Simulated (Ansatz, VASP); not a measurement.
Na in VASP and in Ansatz

```
CELL_PARAMETERS angstrom
3.39009 0.00000 0.00000
0.00000 3.39009 0.00000
0.00000 0.00000 3.39009
ATOMIC_POSITIONS crystal
Na 0.00000 0.00000 0.00000
```

Alike in both runs: task single point; functional revPBE; k mesh 10 × 10 × 10; occupations fermi-dirac, width 0.1 eV; no spin polarisation.

```csv
,VASP,Ansatz
version,VASP 6.6.1,Ansatz 0.2.0
potentials or method,"VASP PAW PBE potentials, release 64 (Na_pv), cutoff 500 eV","plane waves (420 eV) with PAW, scalar-relativistic"
valence electrons in the cell,7,9
```

```csv
,VASP,Ansatz,Ansatz less VASP
pressure (GPa),0.5,0.5,+0.02
```

VASP's potentials were made for PBE, not for revPBE. The functional is the same, so the differences come from potentials, cutoffs and numerics. VASP's potentials hold 7 valence electrons a cell and Ansatz's 9, so a difference there can come from the potentials and not from the codes.
